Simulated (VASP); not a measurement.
# Ti2Re2Pb (I4/mmm) in VASP: notebook

Runs on Ti2Re2Pb. Level: PBE. Tasks: single point, relaxation of cell and atoms.

All numbers are computed with VASP 6.6.1; they aren't measurements. Logs are shortened: lines on timing, memory, paths and dates and some standing lists are left out, and cuts for length are marked.

### Step 1. The cell of the first run

It takes space group I4/mmm (No. 139, tetragonal). The conventional cell has a = 4.045 Å, b = 4.045 Å, c = 10.613 Å, α = 90.00°, β = 90.00°, γ = 90.00°. Within 3.2 Å of Ti (site symmetry 4mm) lie 4 Re at 2.41 Å and 1 Ti at 2.67 Å and 4 Pb at 3.16 Å. Within 3.2 Å of Re (site symmetry -4m2) lie 4 Ti at 2.41 Å and 4 Re at 2.86 Å. Pb (site symmetry 4/mmm) has 10 Ti at 3.16 to 3.97 Å and 8 Re at 3.34 Å and 4 Pb at 4.05 Å within 4.2 Å.

### Step 2. Single point, PBE

INCAR

```
PREC     = Accurate       # precision mode
ENCUT    = 520            # plane-wave cutoff, eV
EDIFF    = 1E-6           # SCF threshold, eV
ISMEAR   = 0              # smearing method
SIGMA    = 0.1            # smearing width, eV
LREAL    = False          # projectors in reciprocal space
LASPH    = True           # aspherical terms in the spheres
NELM     = 100            # most SCF steps
ALGO     = Normal         # electronic algorithm
ISIF     = 2              # what is computed and relaxed
LWAVE    = False          # write WAVECAR
LCHARG   = False          # write CHGCAR
GGA      = PE             # functional
NBANDS   = 34             # bands
```

KPOINTS

```
Automatic mesh
0
Gamma
  6 6 6
```

POSCAR

```
Ti2Re2Pb
1.0
   -2.0225717197      2.0225717197      5.3067475814
    2.0225717197     -2.0225717197      5.3067475814
    2.0225717197      2.0225717197     -5.3067475814
Ti Re Pb
2 2 1
Direct
    0.6260000000      0.6260000000      0.0000000000
    0.3740000000      0.3740000000      0.0000000000
    0.2500000000      0.7500000000      0.5000000000
    0.7500000000      0.2500000000      0.5000000000
    0.0000000000      0.0000000000      0.0000000000
```

Potentials or basis: VASP PAW PBE potentials, release 64 (Ti_sv, Re, Pb_d).

Run with:

```bash
cat potpaw_PBE.64/Ti_sv/POTCAR potpaw_PBE.64/Re/POTCAR potpaw_PBE.64/Pb_d/POTCAR > POTCAR
mpirun -np 1 vasp_std > vasp.out
```

OUTCAR:

```text
PREC = Accurate
   ENCUT = 520
   EDIFF = 1E-6
   ISMEAR = 0
   LREAL = False
   LASPH = True
   NELM = 100
   ISIF = 2
   GGA = PE

 ion  position               nearest neighbor table
   1  0.626  0.626  0.000-   3 2.41   4 2.41   3 2.41   4 2.41   2 2.67   5 3.16   5 3.16   5 3.16
                             5 3.16
   2  0.374  0.374  0.000-   3 2.41   4 2.41   3 2.41   4 2.41   1 2.67   5 3.16   5 3.16   5 3.16
                             5 3.16
   3  0.250  0.750  0.500-   1 2.41   2 2.41   2 2.41   1 2.41   4 2.86   4 2.86   4 2.86   4 2.86
                             5 3.34   5 3.34   5 3.34   5 3.34
   4  0.750  0.250  0.500-   1 2.41   2 2.41   2 2.41   1 2.41   3 2.86   3 2.86   3 2.86   3 2.86
                             5 3.34   5 3.34   5 3.34   5 3.34
   5  0.000  0.000  0.000-   1 3.16   1 3.16   1 3.16   2 3.16   2 3.16   2 3.16   1 3.16   2 3.16
                             3 3.34   3 3.34   4 3.34   4 3.34   4 3.34   3 3.34   3 3.34   4 3.34

  LATTYP: Found a body centered tetragonal cell.
 ALAT       =     4.0451434394
 C/A-ratio  =     2.6237623762

  Lattice vectors:

 A1 = (  -2.0225717197,   2.0225717197,   5.3067475814)
 A2 = (   2.0225717197,  -2.0225717197,   5.3067475814)
 A3 = (   2.0225717197,   2.0225717197,  -5.3067475814)

Analysis of symmetry for initial positions (statically):
=====================================================================
 Subroutine PRICEL returns:
 Original cell was already a primitive cell.

 Routine SETGRP: Setting up the symmetry group for a
 body centered tetragonal supercell.

 Subroutine GETGRP returns: Found 16 space group operations
 (whereof 16 operations were pure point group operations)
 out of a pool of 16 trial point group operations.

The static configuration has the point symmetry D_4h.

Analysis of symmetry for dynamics (positions and initial velocities):
=====================================================================
 Subroutine PRICEL returns:
 Original cell was already a primitive cell.

 Routine SETGRP: Setting up the symmetry group for a
 body centered tetragonal supercell.

 Subroutine GETGRP returns: Found 16 space group operations
 (whereof 16 operations were pure point group operations)
 out of a pool of 16 trial point group operations.

The dynamic configuration has the point symmetry D_4h.

 Subroutine INISYM returns: Found 16 space group operations
 (whereof 16 operations are pure point group operations),
 and found     1 'primitive' translations

----------------------------------------------------------------------------------------

[... 103 lines left out ...]
   NFREE  =      0    steps in history (QN), initial steepest desc. (CG)
   ISIF   =      2    stress and relaxation
   ISYM   =      2    0-nonsym 1-usesym 2-fastsym
   POTIM  = 0.5000    time-step for ionic-motion
   TEBEG  =    0.0;   TEEND  =   0.0 temperature during run
   PSTRESS=    0.0 pullay stress
   NELECT =      52.0000    total number of electrons
   NUPDOWN=      -1.0000    fix difference up-down
   EMIN   =  10.00;   EMAX   =-10.00  energy-range for DOS
   EFERMI =   0.00;   METHOD = LEGACY
   ISMEAR =     0;   SIGMA  =   0.10  broadening in eV -4-tet -1-fermi 0-gaus
   EFERMI_NEDOS =   21; number of points for ismear=-14 and -15
   IALGO  =     38    algorithm
   IMIX   =      4    mixing-type and parameters
     AMIX     =   0.40;   BMIX     =  1.00
     AMIX_MAG =   1.60;   BMIX_MAG =  1.00
  volume/ion in A,a.u.               =      17.37       117.20
  Fermi-wavevector in a.u.,A,eV,Ry     =   1.379888  2.607610 25.906731  1.904091
  Thomas-Fermi vector in A             =   2.504816
   LORBIT       =      0    0 simple, 1 ext, 2 COOP (PROOUT), +10 PAW based schemes
   GGA     = PE    functional components
   LHFCALC =     F    Hartree Fock is set to
   AEXX    =    0.0000 exact exchange contribution
   IVDW    =     0    specifies the selected vdW correction
   LEPSILON=     F    determine dielectric tensor
   LRPA    =     F    only Hartree local field effects (RPA)
 non-spin polarized calculation
 Gauss-broadening in eV      SIGMA  =   0.10
  energy-cutoff  :      520.00
  volume of cell :       86.84
 maximum number of plane-waves:      2360
 NGX is ok and might be reduce to    48
   NGX = 23   NGY = 23   NGZ = 23

 number of electron      52.0000001 magnetization

 Free energy of the ion-electron system (eV)
  ---------------------------------------------------
  ext. energy  EPLUGINS =         0.00000000
  ---------------------------------------------------
  free energy    TOTEN  =       -40.42292490 eV

  energy without entropy =      -40.39947099  energy(sigma->0) =      -40.41119794

 E-fermi :   8.4643     XC(G=0): -12.1659

 val. band max:        8.4629186308   @ k =  -0.3333   0.5000   0.3333
 cond. band min:       8.4845989142   @ k =   0.3333   0.3333   0.1667
 fundamental gap:      0.0216802834
 Fermi energy:         8.4643335568

 k-point     1 :       0.0000    0.0000    0.0000
  band No.  band energies     occupation
      1     -47.4201      2.00000
      2     -47.3558      2.00000
      3     -24.0467      2.00000
      4     -23.7568      2.00000
      5     -23.7568      2.00000
      6     -23.6886      2.00000
[... 877 lines left out ...]
     33      11.9661      0.00000
     34      12.1847      0.00000

 [... further k-points ...]

------------------------ aborting loop because EDIFF is reached ----------------------------------------

  FORCE on cell =-STRESS in cart. coord.  units (eV):
  Direction    XX          YY          ZZ          XY          YZ          ZX
  --------------------------------------------------------------------------------------
  -------------------------------------------------------------------------------------
  Total       10.3928295     10.3928295     14.7144213      0.0000000      0.0000000      0.0000000
  in kB      191.7556200    191.7556200    271.4922816      0.0000000      0.0000000      0.0000000
  external PRESSURE =     218.3345072 kB  Pullay stress =       0.0000000 kB

 VOLUME and BASIS-vectors are now :
 -----------------------------------------------------------------------------
  energy-cutoff  :      520.00
  volume of cell :       86.84
      direct lattice vectors                 reciprocal lattice vectors
    -2.022571720  2.022571720  5.306747581     0.000000000  0.247210022  0.094219669
     2.022571720 -2.022571720  5.306747581     0.247210022  0.000000000  0.094219669
     2.022571720  2.022571720 -5.306747581     0.247210022  0.247210022  0.000000000

 POSITION                                       TOTAL-FORCE (eV/Angst)
 -----------------------------------------------------------------------------------
      0.00000      0.00000      6.64405        -0.000000     -0.000000     -2.637602
      0.00000      0.00000      3.96945        -0.000000     -0.000000      2.637602
      2.02257      0.00000      2.65337         0.000000      0.000000      0.000000
      0.00000      2.02257      2.65337         0.000000      0.000000     -0.000000
      0.00000      0.00000      0.00000         0.000000      0.000000     -0.000000
 -----------------------------------------------------------------------------------
    total drift:                                0.000000     -0.000000      0.000000

  FREE ENERGIE OF THE ION-ELECTRON SYSTEM (eV)
  ---------------------------------------------------
  free  energy   TOTEN  =       -40.4229248984 eV

  energy  without entropy=      -40.3994709871  energy(sigma->0) =      -40.41119794
```

OSZICAR:

```text
N       E                     dE             d eps       ncg     rms          rms(c)
DAV:   1     0.581851502362E+03    0.58185E+03   -0.25741E+04  3512   0.198E+03
DAV:   2     0.267238815089E+02   -0.55513E+03   -0.53710E+03  3372   0.786E+02
DAV:   3    -0.318691922883E+02   -0.58593E+02   -0.56134E+02  3854   0.243E+02
DAV:   4    -0.412407467442E+02   -0.93716E+01   -0.90979E+01  4048   0.590E+01
DAV:   5    -0.426687533645E+02   -0.14280E+01   -0.14209E+01  3696   0.176E+01    0.380E+01
DAV:   6    -0.440960160654E+02   -0.14273E+01   -0.47928E+01  4080   0.530E+01    0.318E+01
DAV:   7    -0.408025821536E+02    0.32934E+01   -0.34678E+01  3622   0.497E+01    0.132E+01
DAV:   8    -0.403887406112E+02    0.41384E+00   -0.31049E+00  3832   0.129E+01    0.200E+00
DAV:   9    -0.404219255294E+02   -0.33185E-01   -0.36407E-01  3752   0.381E+00    0.135E+00
DAV:  10    -0.404235162368E+02   -0.15907E-02   -0.78104E-02  3760   0.236E+00    0.358E-01
DAV:  11    -0.404227695119E+02    0.74672E-03   -0.60537E-03  3512   0.644E-01    0.181E-01
DAV:  12    -0.404229963720E+02   -0.22686E-03   -0.97403E-04  3624   0.284E-01    0.900E-02
DAV:  13    -0.404229205648E+02    0.75807E-04   -0.36161E-04  3712   0.195E-01    0.452E-02
DAV:  14    -0.404229244983E+02   -0.39336E-05   -0.65712E-05  3088   0.581E-02    0.692E-03
DAV:  15    -0.404229248984E+02   -0.40008E-06   -0.94263E-06  2720   0.216E-02
   1 F= -.40422925E+02 E0= -.40411198E+02  d E =-.234539E-01
```

stdout:

```text
POSCAR found type information on POSCAR TiRePb
 POSCAR found :  3 types and       5 ions
 scaLAPACK will be used
 LDA part: xc-table for (Slater+PW92), standard interpolation
 POSCAR, INCAR and KPOINTS ok, starting setup
 FFT: planning ... GRIDC
 FFT: planning ... GRID_SOFT
 FFT: planning ... GRID
 WAVECAR not read
 entering main loop
```

Wall time 4.9 min (1 thread of Intel Xeon Platinum 8488C (Sapphire Rapids), shared host); peak memory 0.36 GiB.

What came out:

- Free energy: -40.4229 eV
- Pressure: 21.8 GPa
- Largest force: 2.638 eV/Å
- Band gap on the k mesh: zero (bands 26 and 27 overlap by 1.72 eV)

Forces on the atoms (eV/Å):
```
Ti   0.000  0.000 -2.638
Ti   0.000  0.000  2.638
Re   0.000  0.000  0.000
Re   0.000  0.000  0.000
Pb   0.000  0.000  0.000
```

Caveat: the cell stands under pressure; spin-orbit coupling is left out, which moves the levels of the heavy elements; forces of over 1 eV/Å act on the atoms, so gaps and moduli don't describe the material at rest.

### Step 3. Single point, PBE

This run uses another cell than the first one, of 19.69 Å³/atom.

INCAR

```
  ALGO = Normal
  EDIFF = 1E-7
  ENCUT = 520
  GGA = PE
  ISIF = 2
  ISMEAR = 0
  LASPH = T
  LCHARG = T
  LELF = T
  LREAL = F
  LVHAR = T
  LWAVE = F
  NBANDS = 34
  NELM = 60
  PREC = Accurate
  SIGMA = 0.1
```

KPOINTS

```
k-points
0
Gamma
  6 6 6
```

POSCAR

```
Ti2Re2Pb
1.0
   -1.8116889813      1.8116889813      7.4996169319
    1.8116889813     -1.8116889813      7.4996169319
    1.8116889813      1.8116889813     -7.4996169319
Ti Re Pb
2 2 1
Direct
    0.6145061128      0.6145061128      0.0000000000
    0.3854938872      0.3854938872      0.0000000000
    0.2500000000      0.7500000000      0.5000000000
    0.7500000000      0.2500000000      0.5000000000
    0.0000000000      0.0000000000      0.0000000000
```

Potentials or basis: VASP PAW PBE potentials, release 64 (Ti_sv, Re, Pb_d).

Run with:

```bash
cat potpaw_PBE.64/Ti_sv/POTCAR potpaw_PBE.64/Re/POTCAR potpaw_PBE.64/Pb_d/POTCAR > POTCAR
mpirun -np 1 vasp_std > vasp.out
```

Run time: 11 min. Hardware: 1 thread of Intel Xeon Platinum 8488C (Sapphire Rapids), shared host; peak memory 0.52 GiB.

Results (log left out):

| Item | Value |
| --- | --- |
| Free energy | -42.3627 eV |
| Pressure | -0.4 GPa |
| Largest force | 0.033 eV/Å |
| Band gap on the k mesh | zero (bands 26 and 27 overlap by 0.89 eV) |

Forces in eV/Å, atoms in the order of the input:
```
Ti   0.000  0.000 -0.033
Ti   0.000  0.000  0.033
Re   0.000  0.000  0.000
Re   0.000  0.000  0.000
Pb   0.000  0.000  0.000
```

Stress tensor (GPa, compression positive):
```
-0.60  0.00  0.00
 0.00 -0.60  0.00
 0.00  0.00 -0.11
```

Levels at points of the mesh, in eV from the Fermi level:
| k point | band 24 | band 25 | band 26 | band 27 | band 28 | band 29 |
| --- | --- | --- | --- | --- | --- | --- |
| (0.00, 0.00, 0.00) | 0.30 | 0.30 | 0.58 | 0.72 | 0.72 | 1.38 |
| (0.50, 0.00, 0.00) | -1.44 | -1.37 | -0.89 | -0.14 | -0.01 | 0.62 |
| (0.50, 0.50, 0.00) | -0.75 | -0.30 | -0.04 | 1.06 | 1.22 | 1.23 |
| (0.50, 0.50, 0.50) | -0.32 | -0.30 | 0.19 | 1.01 | 1.39 | 1.55 |

Caveat: spin-orbit coupling is left out, which moves the levels of the heavy elements.

(Part 1 of 2 ends here.)
